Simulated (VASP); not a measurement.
Wanted: the native input for a VASP 6.6.1 run.

* Task: single point
* Functional: PBEsol
* Potentials or basis: VASP PAW PBE potentials, release 64 (Al, O)
* Cutoff: 520 eV
* k mesh: 10 × 10 × 4
* Occupations: fermi-dirac, width 0.05 eV
* Spin: no spin polarisation
* Dipole correction: no
* Further INCAR settings: ALGO = Normal; EDIFF = 1e-06; NBANDS = 20

The structure of Al2O3 lies in POSCAR:

```
Al2O3
1.0
    2.9884966594      0.0000000000      0.0000000000
   -1.4942483297      2.5881140262      0.0000000000
    0.0000000000      0.0000000000      7.9722167539
Al O
2 3
Direct
    0.0000000000      0.0000000000      0.7096281216
    0.0000000000      0.0000000000      0.2903718784
    0.0000000000      0.0000000000      0.5000000000
    0.6666666667      0.3333333333      0.7841668249
    0.3333333333      0.6666666667      0.2158331751
```

One way to write it, as run:

INCAR

```
ALGO = Normal
EDIFF = 1E-6
ENCUT = 520
GGA = PS
ISIF = 2
ISMEAR = -1
LASPH = True
LCHARG = False
LREAL = False
LWAVE = False
NBANDS = 20
NELM = 100
PREC = Accurate
SIGMA = 0.05
```

KPOINTS

```
k-points
0
Gamma
  10 10 4
```

Potentials or basis: VASP PAW PBE potentials, release 64 (Al, O).

Run with:

```sh
$ cat potpaw_PBE.64/Al/POTCAR potpaw_PBE.64/O/POTCAR > POTCAR
$ mpirun -np 1 vasp_std > vasp.out
```

It gave:

```
Pressure               : 0.3 GPa
Largest force          : 0.091 eV/Å
Band gap on the k mesh : 2.39 eV
```

Caveat: the PAW data sets were made with another functional, which shifts forces and pressure a little.

Wall time 41 s on 1 thread of AMD EPYC 9R45 96-Core Processor (Zen 5), with other jobs on the host, peak memory 0.17 GiB.
